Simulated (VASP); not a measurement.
Set up this calculation in VASP 6.6.1, as the native input.

- Task: single point
- Functional: PBE
- Dispersion: D3(BJ)
- Potentials or basis: VASP PAW PBE potentials, release 64 (Mn_pv, S)
- Cutoff: 520 eV
- k mesh: 10 × 10 × 10
- Occupations: gaussian, width 0.05 eV
- Spin: non-collinear spin, typed start, spin-orbit coupling
- Starting moments: [[0.0, 0.0, 5.0], [0.0, 0.0, 0.0]] μB
- Hubbard terms: Mn d U = 8.0 eV
- Dipole correction: no
- Further INCAR settings: ALGO = Normal; EDIFF = 1e-06; NBANDS = 31

The structure of MnS lies in POSCAR:

```
MnS
1.0
    0.0000000000      2.8223364285      2.8223364285
    2.8223364285      0.0000000000      2.8223364285
    2.8223364285      2.8223364285      0.0000000000
Mn S
1 1
Direct
    0.0000000000      0.0000000000      0.0000000000
    0.7500000000      0.7500000000      0.7500000000
```

The input as run:

INCAR

```
SYSTEM = MnS
ALGO = Normal
EDIFF = 1E-6
ENCUT = 520
GGA = PE
GGA_COMPAT = .FALSE.
ISIF = 2
ISMEAR = 0
IVDW = 12
LASPH = .TRUE.
LCHARG = .FALSE.
LDAU = .TRUE.
LDAUJ = 0 0
LDAUL = 2 -1
LDAUPRINT = 1
LDAUTYPE = 2
LDAUU = 8 0
LMAXMIX = 4
LORBIT = 11
LORBMOM = .TRUE.
LREAL = .FALSE.
LSORBIT = .TRUE.
LWAVE = .FALSE.
MAGMOM = 0 0 5 0 0 0
NBANDS = 31
NELM = 150
PREC = Accurate
SIGMA = 0.05
```

KPOINTS

```
k-points
0
G
  10 10 10
  0 0 0
```

Potentials or basis: VASP PAW PBE potentials, release 64 (Mn_pv, S).

The run is started by

```sh
$ cat potpaw_PBE.64/Mn_pv/POTCAR potpaw_PBE.64/S/POTCAR > POTCAR
$ mpirun -np 1 vasp_ncl > vasp.out
```

It gave:

```json
{
 "Pressure": "3.4 GPa",
 "Net moment": "5.00 μB per cell",
 "Valence electrons inside the program's atomic spheres": "Mn 11.35; S 3.81",
 "Dispersion energy per atom": "-0.317 eV"
}
```

Caveat: three body term missing; the cell stands under pressure; a cell with one magnetic atom can't hold antiferromagnetic order, which such compounds often take.

Run time: 9.9 min on 1 thread of Intel(R) Xeon(R) 6975P-C (Granite Rapids) (shared host), peak memory 0.63 GiB.
